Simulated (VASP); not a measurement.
Write the native input for VASP 6.6.1 that does the following.

| Quantity | Value |
| --- | --- |
| Task | single point |
| Functional | PBE |
| Potentials or basis | VASP PAW PBE potentials, release 64 (Mg, O) |
| Cutoff | 520 eV |
| k mesh | 9 × 9 × 7 |
| Occupations | fermi-dirac, width 0.05 eV |
| Spin | no spin polarisation |
| Dipole correction | no |
| Further INCAR settings | ALGO = Normal; EDIFF = 1e-06; NBANDS = 16 |

The structure of MgO lies in POSCAR:

```
MgO
1.0
    3.4392588723      0.0000000000      0.0000000000
   -1.7196294362      2.9784855536      0.0000000000
    0.0000000000      0.0000000000      4.1215742815
Mg O
2 2
Direct
    0.3333333333      0.6666666667      0.2500000000
    0.6666666667      0.3333333333      0.7500000000
    0.3333333333      0.6666666667      0.7500000000
    0.6666666667      0.3333333333      0.2500000000
```

These files were run (other wordings do the same):

INCAR

```
SYSTEM = MgO
PREC = Accurate
ENCUT = 520
EDIFF = 1E-6
ISMEAR = -1
SIGMA = 0.05
LREAL = .False.
LASPH = .True.
NELM = 80
ALGO = Normal
ISIF = 2
LWAVE = .False.
LCHARG = .True.
GGA = PE
LELF = .True.
LVHAR = .True.
NBANDS = 16
```

KPOINTS

```
Automatic mesh
0
Gamma
  9 9 7
  0 0 0
```

Potentials or basis: VASP PAW PBE potentials, release 64 (Mg, O).

The run is started by

```console
$ cat potpaw_PBE.64/Mg/POTCAR potpaw_PBE.64/O/POTCAR > POTCAR
$ mpirun -np 1 vasp_std > vasp.out
```

It gave:

```
Pressure               : 10.3 GPa
Band gap on the k mesh : 3.65 eV
```

Caveat: the cell stands under pressure; an odd mesh through Γ misses points on the zone boundary, where band edges can lie.

Wall time 37 s on 1 thread of Intel Xeon 8259CL, with other jobs on the host, peak memory 0.18 GiB.
